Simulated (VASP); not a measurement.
# Al32N (a cell with a defect) in VASP: single point with PBE

Aim: the single point of Al32N (a cell with a defect) with PBE.

Program: VASP 6.6.1. These are calculated values, not measurements. Logs are shortened: lines on timing, memory, paths and dates and some standing lists are left out, and cuts for length are marked.

**1. The cell of the first run**

The cell holds a defect, 33 atoms: a = 8.100 Å, b = 8.100 Å, c = 8.100 Å, α = 90.00°, β = 90.00°, γ = 90.00°.

**2. Single point, PBE**

Input file INCAR:

```
PREC = Accurate
ENCUT = 520
EDIFF = 1E-6
ISMEAR = 0
SIGMA = 0.1
LREAL = Auto
LASPH = True
NELM = 120
ALGO = Normal
ISIF = 2
LWAVE = False
LCHARG = False
GGA = PE
NBANDS = 72
GGA_COMPAT = False
```

Input file KPOINTS:

```
Automatic mesh
0
Gamma
  3 3 3
```

Input file POSCAR:

```
Al32N
1.0
    8.1000000000      0.0000000000      0.0000000000
    0.0000000000      8.1000000000      0.0000000000
    0.0000000000      0.0000000000      8.1000000000
Al N
32 1
Direct
    0.5000161302      0.0001310209     -0.0022008363
    0.7487657366      0.2513564961     -0.0013381438
    0.7444841031      0.0001822469      0.2498533223
    0.0000212531      0.0001833455     -0.0058141908
    0.2512725947      0.2513680540     -0.0013496736
    0.5000221445      0.5001985724      0.0002664975
    0.7488877254      0.7489825135     -0.0012179152
    0.2555828053      0.0001826611      0.2498529214
    0.5000162437      0.2522330961      0.2498934785
    0.7479408897      0.5001432098      0.2498946342
    0.5000165839      0.0001304615      0.5019377668
    0.7488564768      0.2512670652      0.5010676769
    0.7479431188      0.0001301467      0.7498856677
    0.0000153594      0.5001420399     -0.0022086997
    0.2511500303      0.7489713431     -0.0012278894
    0.0000212861      0.2558982850      0.2498520409
    0.2520966750      0.5001423249      0.2498945733
    0.5000167543      0.7480976909      0.2498943312
    0.0000207328      0.0001803232      0.5053141482
    0.2511814304      0.2512773821      0.5010788717
    0.5000212301      0.5001893137      0.4995007125
    0.7489681020      0.7490695197      0.5009504396
    0.2520942250      0.0001302031      0.7498863055
    0.5000221090      0.2497619801      0.7498424285
    0.7503993713      0.5001960087      0.7498441031
    0.0000206189      0.7447493826      0.2498557482
    0.0000152482      0.5001476575      0.5019414603
    0.2510695117      0.7490592726      0.5009603846
    0.0000154186      0.2522381595      0.7498856098
    0.2496338583      0.5001972067      0.7498431928
    0.5000209021      0.7505279204      0.7498517035
    0.0000152574      0.7480958767      0.7498810203
    0.0000603833      1.0006244199      0.2495293392
```

Potentials or basis: VASP PAW PBE potentials, release 64 (Al, N).

Run with:

```console
$ cat potpaw_PBE.64/Al/POTCAR potpaw_PBE.64/N/POTCAR > POTCAR
$ mpirun -np 1 vasp_std > vasp.out
```

OUTCAR:

```text
PREC = Accurate
   ENCUT = 520
   EDIFF = 1E-6
   ISMEAR = 0
   LREAL = Auto
   LASPH = True
   NELM = 120
   ISIF = 2
   GGA = PE

 ion  position               nearest neighbor table
   1  0.500  0.000  0.998-  23 2.84  13 2.84   8 2.84   3 2.84  31 2.85  24 2.85   2 2.86   5 2.86
                             7 2.86  15 2.86  18 2.89   9 2.89
   2  0.749  0.251  0.999-  24 2.85   6 2.85  25 2.85   1 2.86   9 2.86  13 2.86  10 2.86  29 2.86
                            14 2.86   3 2.88   4 2.88  16 2.88
   3  0.744  0.000  0.250-  33 2.07   9 2.84   1 2.84  18 2.84  11 2.84  22 2.88   7 2.88  12 2.88
                             2 2.88  26 2.93  19 2.93   4 2.93  16 2.93
   4  0.000  0.000  0.994-  33 2.07  29 2.84  23 2.84  13 2.84  32 2.84   7 2.88  15 2.88   2 2.88
                             5 2.88  26 2.93   3 2.93   8 2.93  16 2.93
   5  0.251  0.251  0.999-  24 2.85   6 2.85  30 2.85   1 2.86   9 2.86  23 2.86  17 2.86  29 2.86
                            14 2.86   8 2.88   4 2.88  16 2.88
   6  0.500  0.500  0.000-  18 2.85  10 2.85  17 2.85   5 2.85   2 2.85   9 2.85  15 2.85   7 2.85
                            31 2.87  25 2.87  30 2.87  24 2.87
   7  0.749  0.749  0.999-   6 2.85  25 2.85  31 2.85  10 2.86  14 2.86  18 2.86   1 2.86  32 2.86
                            13 2.86  26 2.88   3 2.88   4 2.88
   8  0.256  0.000  0.250-  33 2.07   9 2.84   1 2.84  11 2.84  18 2.84  28 2.88  15 2.88  20 2.88
                             5 2.88  26 2.93  19 2.93   4 2.93  16 2.93
   9  0.500  0.252  0.250-  17 2.84  10 2.84   8 2.84   3 2.84  21 2.85   6 2.85   2 2.86   5 2.86
[... 32 lines left out ...]
                            31 2.87  21 2.87   6 2.87  24 2.87
  26  0.000  0.745  0.250-  33 2.07  14 2.85  17 2.85  10 2.85  27 2.85  22 2.88  28 2.88   7 2.88
                            15 2.88  19 2.93   3 2.93   8 2.93   4 2.93
  27  0.000  0.500  0.502-  29 2.84  32 2.84  16 2.84  26 2.85  25 2.85  30 2.85  28 2.86  22 2.86
                            20 2.86  12 2.86  10 2.89  17 2.89
  28  0.251  0.749  0.501-  30 2.85  21 2.85  31 2.85  27 2.86  32 2.86  17 2.86  23 2.86  18 2.86
                            11 2.86  26 2.88  19 2.88   8 2.88
  29  0.000  0.252  0.750-  14 2.84  27 2.84   4 2.84  19 2.84  25 2.85  30 2.85  20 2.86  12 2.86
                             5 2.86   2 2.86  13 2.89  23 2.89
  30  0.250  0.500  0.750-  32 2.85  27 2.85  14 2.85  29 2.85   5 2.85  20 2.85  15 2.85  28 2.85
                            31 2.87  21 2.87   6 2.87  24 2.87
  31  0.500  0.751  0.750-  11 2.85  13 2.85  23 2.85   1 2.85  15 2.85   7 2.85  28 2.85  22 2.85
                            21 2.87  25 2.87  30 2.87   6 2.87
  32  0.000  0.748  0.750-  14 2.84  27 2.84   4 2.84  19 2.84  25 2.85  30 2.85  28 2.86  22 2.86
                            15 2.86   7 2.86  13 2.89  23 2.89
  33  0.000  0.001  0.250-  16 2.07   4 2.07   8 2.07   3 2.07  19 2.07  26 2.07

  LATTYP: Found a simple cubic cell.
 ALAT       =     8.1000000000

  Lattice vectors:

 A1 = (   8.1000000000,   0.0000000000,   0.0000000000)
 A2 = (   0.0000000000,   8.1000000000,   0.0000000000)
 A3 = (   0.0000000000,   0.0000000000,   8.1000000000)

Analysis of symmetry for initial positions (statically):
=====================================================================
 Subroutine PRICEL returns:
 Original cell was already a primitive cell.

 Routine SETGRP: Setting up the symmetry group for a
 simple cubic supercell.

 Subroutine GETGRP returns: Found  1 space group operations
 (whereof  1 operations were pure point group operations)
 out of a pool of 48 trial point group operations.

The static configuration has the point symmetry C_1 .

Analysis of symmetry for dynamics (positions and initial velocities):
=====================================================================
 Subroutine PRICEL returns:
 Original cell was already a primitive cell.

 Routine SETGRP: Setting up the symmetry group for a
 simple cubic supercell.

 Subroutine GETGRP returns: Found  1 space group operations
 (whereof  1 operations were pure point group operations)
 out of a pool of 48 trial point group operations.

The dynamic configuration has the point symmetry C_1 .

 Subroutine INISYM returns: Found  1 space group operations
 (whereof  1 operations are pure point group operations),
 and found     1 'primitive' translations

----------------------------------------------------------------------------------------

                                     Primitive cell

  volume of cell :     531.4410

  direct lattice vectors                    reciprocal lattice vectors
[... 90 lines left out ...]
     0.000000000  0.041152263  0.000000000     0.000000000  0.333333333  0.000000000
     0.000000000  0.000000000  0.041152263     0.000000000  0.000000000  0.333333333

  Length of vectors
     0.041152263  0.041152263  0.041152263

  Shift w.r.t. Gamma in fractional coordinates (k-lattice)
     0.000000000  0.000000000  0.000000000

 Subroutine IBZKPT returns following result:
 ===========================================

 Found     14 irreducible k-points:

 Following reciprocal coordinates:
            Coordinates               Weight
  0.000000  0.000000  0.000000      1.000000
  0.333333  0.000000  0.000000      2.000000
  0.000000  0.333333  0.000000      2.000000
  0.000000  0.000000  0.333333      2.000000
  0.333333  0.333333  0.000000      2.000000
  0.000000  0.333333  0.333333      2.000000
  0.333333  0.000000  0.333333      2.000000
 -0.333333  0.333333  0.000000      2.000000
 -0.333333  0.000000  0.333333      2.000000
  0.000000 -0.333333  0.333333      2.000000
  0.333333  0.333333  0.333333      2.000000
 -0.333333  0.333333  0.333333      2.000000
 -0.333333 -0.333333  0.333333      2.000000
  0.333333 -0.333333  0.333333      2.000000
   k-points           NKPTS =     14   k-points in BZ     NKDIM =     14   number of bands    NBANDS=     72
   number of dos      NEDOS =    301   number of ions     NIONS =     33
   total plane-waves  NPLWV = 216000
   dimension x,y,z NGX =    60 NGY =   60 NGZ =   60
   dimension x,y,z NGXF=   120 NGYF=  120 NGZF=  120
   ions per type =              32   1
   NGX,Y,Z   is equivalent  to a cutoff of  12.31, 12.31, 12.31 a.u.
   NGXF,Y,Z  is equivalent  to a cutoff of  24.63, 24.63, 24.63 a.u.
 SYSTEM =  unknown system
   PREC   = accura    normal or accurate (medium, high low for compatibility)
   ISTART =      0    job   : 0-new  1-cont  2-samecut
   ICHARG =      2    charge: 1-file 2-atom 10-const
   ISPIN  =      1    spin polarized calculation?
   LNONCOLLINEAR =      F non collinear calculations
   LSORBIT =      F    spin-orbit coupling
   LASPH  =      T    aspherical Exc in radial PAW
   ENCUT  =  520.0 eV  38.22 Ry    6.18 a.u.  15.06 15.06 15.06*2*pi/ulx,y,z
   NELM   =    120;   NELMIN=  2; NELMDL= -5     # of ELM steps
   EDIFF  = 0.1E-05   stopping-criterion for ELM
   LREAL  =      T    real-space projection
   EDIFFG = 0.1E-04   stopping-criterion for IOM
   NSW    =      0    number of steps for IOM
   IBRION =     -1    ionic relax: 0-MD 1-quasi-New 2-CG
   NFREE  =      0    steps in history (QN), initial steepest desc. (CG)
   ISIF   =      2    stress and relaxation
   ISYM   =      2    0-nonsym 1-usesym 2-fastsym
   POTIM  = 0.5000    time-step for ionic-motion
   TEBEG  =    0.0;   TEEND  =   0.0 temperature during run
   PSTRESS=    0.0 pullay stress
   NELECT =     101.0000    total number of electrons
   NUPDOWN=      -1.0000    fix difference up-down
   EMIN   =  10.00;   EMAX   =-10.00  energy-range for DOS
   EFERMI =   0.00;   METHOD = LEGACY
   ISMEAR =     0;   SIGMA  =   0.10  broadening in eV -4-tet -1-fermi 0-gaus
   EFERMI_NEDOS =   21; number of points for ismear=-14 and -15
   IALGO  =     38    algorithm
   IMIX   =      4    mixing-type and parameters
     AMIX     =   0.40;   BMIX     =  1.00
     AMIX_MAG =   1.60;   BMIX_MAG =  1.00
  volume/ion in A,a.u.               =      16.10       108.68
  Fermi-wavevector in a.u.,A,eV,Ry     =   0.941233  1.778672 12.053656  0.885919
  Thomas-Fermi vector in A             =   2.068723
   LORBIT       =      0    0 simple, 1 ext, 2 COOP (PROOUT), +10 PAW based schemes
   GGA     = PE    functional components
   LHFCALC =     F    Hartree Fock is set to
   AEXX    =    0.0000 exact exchange contribution
   IVDW    =     0    specifies the selected vdW correction
   LEPSILON=     F    determine dielectric tensor
   LRPA    =     F    only Hartree local field effects (RPA)
 non-spin polarized calculation
 Gauss-broadening in eV      SIGMA  =   0.10
  energy-cutoff  :      520.00
  volume of cell :      531.44
 maximum number of plane-waves:     14358
   NGX = 31   NGY = 31   NGZ = 31

 number of electron     100.9999998 magnetization

 Free energy of the ion-electron system (eV)
  ---------------------------------------------------
  ext. energy  EPLUGINS =         0.00000000
  ---------------------------------------------------
  free energy    TOTEN  =      -128.72596875 eV

  energy without entropy =     -128.68371521  energy(sigma->0) =     -128.70484198

 E-fermi :   7.9988     XC(G=0): -10.2421

 val. band max:        7.8916480793   @ k =   0.3333   0.0000   0.3333
 cond. band min:       8.0482053150   @ k =   0.3333   0.0000   0.3333
 fundamental gap:      0.1565572357
 Fermi energy:         7.9988022935

 k-point     1 :       0.0000    0.0000    0.0000
  band No.  band energies     occupation
      1      -8.4578      2.00000
      2      -2.8518      2.00000
      3      -1.0107      2.00000
      4      -1.0107      2.00000
      5      -1.0107      2.00000
      6      -0.8265      2.00000
[... 899 lines left out ...]
     61       9.7422      0.00000
     62       9.8671      0.00000
 [bands above 62 left out]

------------------------ aborting loop because EDIFF is reached ----------------------------------------

  FORCE on cell =-STRESS in cart. coord.  units (eV):
  Direction    XX          YY          ZZ          XY          YZ          ZX
  --------------------------------------------------------------------------------------
  -------------------------------------------------------------------------------------
  Total       -0.3559730     -0.3574981     -0.3565484      0.0002204     -0.0001661     -0.0009903
  in kB       -1.0731801     -1.0777780     -1.0749147      0.0006646     -0.0005008     -0.0029854
  external PRESSURE =      -1.0752909 kB  Pullay stress =       0.0000000 kB

 VOLUME and BASIS-vectors are now :
 -----------------------------------------------------------------------------
  energy-cutoff  :      520.00
  volume of cell :      531.44
      direct lattice vectors                 reciprocal lattice vectors
     8.100000000  0.000000000  0.000000000     0.123456790  0.000000000  0.000000000
     0.000000000  8.100000000  0.000000000     0.000000000  0.123456790  0.000000000
     0.000000000  0.000000000  8.100000000     0.000000000  0.000000000  0.123456790

 POSITION                                       TOTAL-FORCE (eV/Angst)
 -----------------------------------------------------------------------------------
      4.05013      0.00106      8.08217         0.000280     -0.000058     -0.004632
      6.06500      2.03599      8.08916        -0.001218      0.001578     -0.001537
      6.03032      0.00148      2.02381         0.005605      0.000753     -0.000781
      0.00017      0.00149      8.05291         0.000164      0.001754      0.007587
      2.03531      2.03608      8.08907         0.000863      0.001414     -0.001376
      4.05018      4.05161      0.00216        -0.000107     -0.000942      0.002533
[... 25 lines left out ...]
      0.00012      6.05958      6.07404        -0.000136     -0.006593     -0.000374
      0.00049      0.00506      2.02119        -0.000500     -0.005378      0.004052
 -----------------------------------------------------------------------------------
    total drift:                                0.001196      0.005335     -0.006348

  FREE ENERGIE OF THE ION-ELECTRON SYSTEM (eV)
  ---------------------------------------------------
  free  energy   TOTEN  =      -128.7259687478 eV

  energy  without entropy=     -128.6837152149  energy(sigma->0) =     -128.70484198
```

Wall time 11 min (1 thread of AMD EPYC 7R13 (Zen 3), shared host); peak memory 0.63 GiB.

Results:

```yaml
Free_energy: -128.7260 eV
Pressure: -0.1 GPa
Largest_force: 0.008 eV/Å
Band_gap_on_the_k_mesh: zero (an odd number of electrons rules out a gap without spin polarisation)
```

Forces on the atoms (eV/Å):
```
Al   0.000  0.000 -0.005
Al  -0.001  0.002 -0.002
Al   0.006  0.001 -0.001
Al   0.000  0.002  0.008
Al   0.001  0.001 -0.001
Al   0.000 -0.001  0.003
Al  -0.004 -0.003 -0.004
Al  -0.006  0.001 -0.001
Al   0.000  0.004  0.000
Al  -0.006  0.000  0.000
Al   0.000  0.000  0.007
Al  -0.003  0.003  0.003
Al  -0.006  0.000  0.000
Al   0.000  0.000 -0.005
Al   0.003 -0.003 -0.004
Al   0.000 -0.008 -0.002
Al   0.006  0.000  0.000
Al   0.000 -0.007 -0.001
Al   0.000 -0.001 -0.008
Al   0.003  0.003  0.003
Al   0.000  0.001 -0.007
Al  -0.004 -0.002  0.003
Al   0.006  0.000  0.000
Al   0.000 -0.001  0.002
Al   0.006  0.001 -0.001
Al   0.000  0.008  0.001
Al   0.000  0.000  0.006
Al   0.004 -0.003  0.003
Al   0.000  0.004  0.000
Al  -0.005  0.001  0.000
Al   0.001  0.007 -0.001
Al   0.000 -0.007  0.000
N   -0.001 -0.005  0.004
```

The gap in the log of VASP goes by the Fermi energy; the results here count the filled bands.